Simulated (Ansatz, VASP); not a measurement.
# SiC in VASP and in Ansatz

Contents of INCAR:

```
PREC = Accurate ; ENCUT = 520
EDIFF = 1E-6 ; ISMEAR = -1
SIGMA = 0.05 ; LREAL = F
LASPH = T ; NELM = 80
ALGO = Normal ; ISIF = 2
LWAVE = F ; LCHARG = F
GGA = PE ; NBANDS = 16
```

File KPOINTS:

```
regular mesh
0
Gamma
  6 6 3
```

File POSCAR:

```
SiC
1.0
    3.0760000000      0.0000000000      0.0000000000
   -1.5380000000      2.6638941420      0.0000000000
    0.0000000000      0.0000000000      5.0480000000
Si C
2 2
Direct
    0.6666666667      0.3333333333      0.5000000000
    0.3333333333      0.6666666667      0.0000000000
    0.6666666667      0.3333333333      0.8850000000
    0.3333333333      0.6666666667      0.3850000000
```

Contents of input.yaml:

```yaml
crystal:
  lattice:
    - [3.076, 0.0, 0.0]
    - [-1.538, 2.663894142, 0.0]
    - [0.0, 0.0, 5.048]
  atoms:
    - { symbol: Si, position: [0.6666666667, 0.3333333333, 0.5] }
    - { symbol: Si, position: [0.3333333333, 0.6666666667, 0.0] }
    - { symbol: C, position: [0.6666666667, 0.3333333333, 0.885] }
    - { symbol: C, position: [0.3333333333, 0.6666666667, 0.385] }
hamiltonian:
  xc: pbe
  pseudopotentials: { kind: paw }
kpoints:
  mp_grid: { grid: [6, 6, 3] }
scf:
  occupations: { method: fermi_dirac, width: 0.05 }
  n_extra_bands: 10
output:
  forces: true
  stress: true
  eigenvalues: true
  dos: { projected: true, de: 0.05, nscf_kmesh: { grid: [9, 9, 5] } }
```

Alike in both runs: functional PBE; k mesh 6 × 6 × 3; occupations fermi-dirac, width 0.05 eV; no spin polarisation.

|  | VASP | Ansatz |
| --- | --- | --- |
| version | VASP 6.6.1 | Ansatz 0.2.0 |
| potentials or method | VASP PAW PBE potentials, release 64 (Si, C) | Ansatz PAW |
| plane-wave cutoff (eV) | 520 | 420 |
| valence electrons in the cell | 16 | 16 |
| task | single point | projected density of states |

|  | VASP | Ansatz | Ansatz less VASP |
| --- | --- | --- | --- |
| gap on the k mesh at the Fermi level (eV) | 2.32 | 2.32 | +0.003 |
| least direct gap on the mesh (eV) | 4.07 | 4.08 | +0.004 |
| pressure (GPa) | 3.7 | 3.7 | +0.05 |
| traceless stress, the component that is largest in VASP (GPa) | -3.21 | -3.23 | -0.023 |
| rms of the force components (eV/Å) | 0.433 | 0.433 | 0.0000 |

Atom by atom the forces differ by 0.000 eV/Å (rms over components). With one functional, cell and mesh, what is left measures potentials, basis and numerics.

Noted on Ansatz's run: odd divisions of the mesh miss points on the zone boundary, where band edges often lie, so the gap on the mesh can be too wide.
